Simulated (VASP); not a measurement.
Wanted: the native input for a VASP 6.6.1 run.

```yaml
Task: single point
Functional: PBE
Potentials_or_basis: VASP PAW PBE potentials, release 64 (O, S, Mg)
Cutoff: 600 eV
k_mesh: 4 × 4 × 4
Occupations: gaussian, width 0.01 eV
Spin: no spin polarisation
Dipole_correction: no
Further_INCAR_settings: ALGO = Normal; EDIFF = 1e-06; NBANDS = 16
```

The structure of Mg2SO lies in POSCAR:

```
Mg2SO
1.0
    1.6699627498      0.9641534431      5.4974881899
   -1.6699627498      0.9641534431      5.4974881899
    0.0000000000     -1.9283068862      5.4974881899
O S Mg
1 1 2
Direct
    1.0000000000      0.0000000000      0.0000000000
    0.5000000000      0.5000000000      0.5000000000
    0.2616612352      0.2616612352      0.2616612352
    0.7383387648      0.7383387648      0.7383387648
```

One way to write it, as run:

INCAR

```
SYSTEM = Mg2SO
ALGO = Normal
EDIFF = 1E-6
ENCUT = 600
GGA = PE
GGA_COMPAT = .FALSE.
ISIF = 2
ISMEAR = 0
LASPH = .TRUE.
LCHARG = .FALSE.
LREAL = .FALSE.
LWAVE = .FALSE.
NBANDS = 16
NELM = 120
PREC = Accurate
SIGMA = 0.01
```

KPOINTS

```
k-points
0
G
  4 4 4
  0 0 0
```

Potentials or basis: VASP PAW PBE potentials, release 64 (O, S, Mg).

Run with:

```console
$ cat potpaw_PBE.64/O/POTCAR potpaw_PBE.64/S/POTCAR potpaw_PBE.64/Mg/POTCAR > POTCAR
$ mpirun -np 1 vasp_std > vasp.out
```

Results of the run:

* Pressure: 2.3 GPa
* Largest force: 0.014 eV/Å
* Band gap on the k mesh: 0.95 eV, direct

Caveat: the k points lie up to 0.55 Å⁻¹ apart.

It took 21 s on 1 thread of Intel(R) Xeon(R) 6975P-C (Granite Rapids) (shared host), peak memory 0.32 GiB.
